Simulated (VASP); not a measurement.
**CdF2: single point with PBE**

Crystal: CdF2.

```xyz
3
Lattice="-0.3014 2.7403 2.7038 2.7403 -0.3014 2.7038 2.4388 2.4388 0.0000" Properties=species:S:1:pos:R:3 pbc="T T T"
Cd    0.0000    0.0000    0.0000
F     1.2194    1.2194    1.3519
F     3.6583    3.6583    4.0557
```

This cell differs from its parent crystal: engineering shear strain xy -0.2200, normal strain along z -0.0133.

```
Program             : VASP 6.6.1
Task                : single point
Functional          : PBE
Potentials or basis : VASP PAW PBE potentials, release 64 (Cd, F)
Cutoff              : 520 eV
k mesh              : 8 × 8 × 8
Occupations         : gaussian, width 0.05 eV
Spin                : no spin polarisation
```

```yaml
Pressure: 8.1 GPa
Largest_force: 0.646 eV/Å
Band_gap_on_the_k_mesh: 2.87 eV (least direct gap 3.13 eV)
```

Forces on the atoms (eV/Å):
```
Cd   0.000  0.000  0.000
F    0.000  0.000  0.646
F    0.000  0.000 -0.646
```

Stress tensor (GPa, compression positive):
```
7.68 7.51 0.00
7.51 7.68 0.00
0.00 0.00 9.08
```

Levels at points of the mesh, in eV from the valence-band top:
```tsv
k point	band 9	band 10	band 11	band 12	band 13	band 14	band 15	band 16	band 17	band 18
(0.00, 0.00, 0.00)	-1.30	-1.23	-1.05	-1.02	-0.26	2.87	10.44	12.62	14.68	17.10
(0.50, 0.00, 0.00)	-2.49	-2.15	-1.96	-0.72	-0.24	6.36	8.30	13.55	15.89	17.46
(0.50, 0.50, 0.00)	-3.21	-2.87	-0.90	-0.71	0.00	7.60	9.32	11.69	11.84	15.94
(0.00, 0.00, 0.50)	-2.79	-2.33	-2.04	-1.03	-0.73	7.37	9.31	12.48	14.66	16.17
(0.50, 0.00, 0.50)	-3.24	-3.18	-0.98	-0.56	-0.26	7.81	9.08	11.69	13.63	14.06
```

Run time: 43 s on 1 thread of Intel(R) Xeon(R) Platinum 8488C (Sapphire Rapids), with other jobs on the host, peak memory 0.21 GiB.

Caveat: the cell differs from its parent crystal (engineering shear strain xy -0.2200, normal strain along z -0.0133); the cell stands under pressure. A k mesh can miss the band edges.
